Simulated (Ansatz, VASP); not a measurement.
**SnPt2Se3 in VASP and in Ansatz**

```
Sn Pt Se
1.0
     5.00267    0.00000    0.00000
    -2.50134    4.33244    0.00000
     0.00000    0.00000    9.65449
Sn Pt Se
1 2 3
Direct
  0.00000 0.00000 0.00000
  0.00000 0.00000 0.74641
  0.00000 0.00000 0.25359
  0.00000 0.00000 0.50000
  0.33333 0.66667 0.50000
  0.66667 0.33333 0.50000
```

Alike in both runs: functional PBE; k mesh 12 × 12 × 4; occupations gaussian, width 0.1 eV; no spin polarisation.

Ansatz relaxed the structure, and its values are those at the end. VASP's run is a single point on that final structure, the one shown.

|  | VASP | Ansatz |
| --- | --- | --- |
| version | VASP 6.6.1 | Ansatz 0.2.0 |
| potentials or method | VASP PAW PBE potentials, release 64 (Sn_d, Pt, Se), cutoff 520 eV | scalar-relativistic, plane waves, PAW |
| valence electrons in the cell | 52 | 98 |

Ansatz gave:

```
gap on the k mesh at the Fermi level (eV) : none
pressure (GPa)                            : 0.0
rms of the force components (eV/Å)        : 0.000
```

Q: What did VASP give for the same quantities?

A: gap on the k mesh at the Fermi level (eV): none; pressure (GPa): 0.0; rms of the force components (eV/Å): 0.004.

A gap of «none» marks a metal or a gap that the smearing closes. VASP's potentials hold 52 valence electrons a cell and Ansatz's 98, so a difference there can come from the potentials and not from the codes.

Neither program's run includes spin-orbit coupling.
